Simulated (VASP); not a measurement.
A run of VASP 6.6.1 is set up as follows.

The input INCAR:

```
  ALGO = Normal
  EDIFF = 1E-8
  ENCUT = 520
  ISIF = 2
  ISMEAR = 0
  LASPH = T
  LCALCEPS = T
  LCHARG = F
  LMIXTAU = T
  LREAL = F
  LWAVE = F
  METAGGA = R2SCAN
  NELM = 100
  PREC = Accurate
  SIGMA = 0.01
```

KPOINTS

```
k-points
0
Gamma
  9 9 9
```

The input POSCAR:

```
ZnS
1.0
    0.0000000000      2.7020000000      2.7020000000
    2.7020000000      0.0000000000      2.7020000000
    2.7020000000      2.7020000000      0.0000000000
Zn S
1 1
Direct
    0.7500000000      0.7500000000      0.7500000000
    0.0000000000      0.0000000000      0.0000000000
```

Potentials or basis: VASP PAW PBE potentials, release 64 (Zn, S).

Command:

```console
$ cat potpaw_PBE.64/Zn/POTCAR potpaw_PBE.64/S/POTCAR > POTCAR
$ mpirun -np 1 vasp_std > vasp.out
```

Problem. Estimate the electronic dielectric tensor (diagonal).

Solution. 5.39.

Problem. Predict the Born charges (mean of the diagonal).

Solution. Zn +2.00; S -2.00 e.

Problem. Estimate the band gap on the k mesh.

Solution. 2.67 eV.

Born effective charge tensors (e):
atom 1, Zn
```
2.00 0.00 0.00
0.00 2.00 0.00
0.00 0.00 2.00
```
atom 2, S
```
-2.00  0.00  0.00
 0.00 -2.00  0.00
 0.00  0.00 -2.00
```

Caveat: the PAW data sets were made with another functional, which shifts forces and pressure a little. r2SCAN opens gaps a little over a GGA but as a rule still falls short of measured ones.
